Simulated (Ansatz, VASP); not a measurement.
CaInO6: VASP beside Ansatz

```
CELL_PARAMETERS angstrom
0.00000 4.47166 4.47166
4.47166 0.00000 4.47166
4.47166 4.47166 0.00000
ATOMIC_POSITIONS crystal
Ca 0.00000 0.00000 0.00000
In 0.50000 0.50000 0.50000
O 0.74130 0.25870 0.25870
O 0.25870 0.74130 0.74130
O 0.25870 0.74130 0.25870
O 0.74130 0.25870 0.74130
O 0.25870 0.25870 0.74130
O 0.74130 0.74130 0.25870
```

Alike in both runs: functional PBE; k mesh 4 × 4 × 4; occupations gaussian, width 0.1 eV; collinear spin.

Ansatz relaxed the structure, and its values are those at the end. VASP's run is a single point on that final structure, the one shown.

```csv
,VASP,Ansatz
version,VASP 6.6.1,Ansatz 0.2.0
potentials or method,"VASP PAW PBE potentials, release 64 (Ca_sv, In_d, O), cutoff 520 eV","scalar-relativistic, plane waves, PAW"
valence electrons in the cell,59,59
```

Ansatz gave:

* gap on the k mesh at the Fermi level (eV): none
* pressure (GPa): 0.2
* net moment per atom (μB): 0.88
* size of the moment on the site where the two differ most (μB): 1.06

Task: Which values does VASP return?

Result: gap on the k mesh at the Fermi level (eV): none; pressure (GPa): 0.3; net moment per atom (μB): 0.88; size of the moment on the site where the two differ most (μB): 0.95.

Site moments also hang on the region over which each program counts them. A gap of «none» marks a metal or a gap that the smearing closes. With one functional, cell and mesh, what is left measures potentials, basis and numerics.
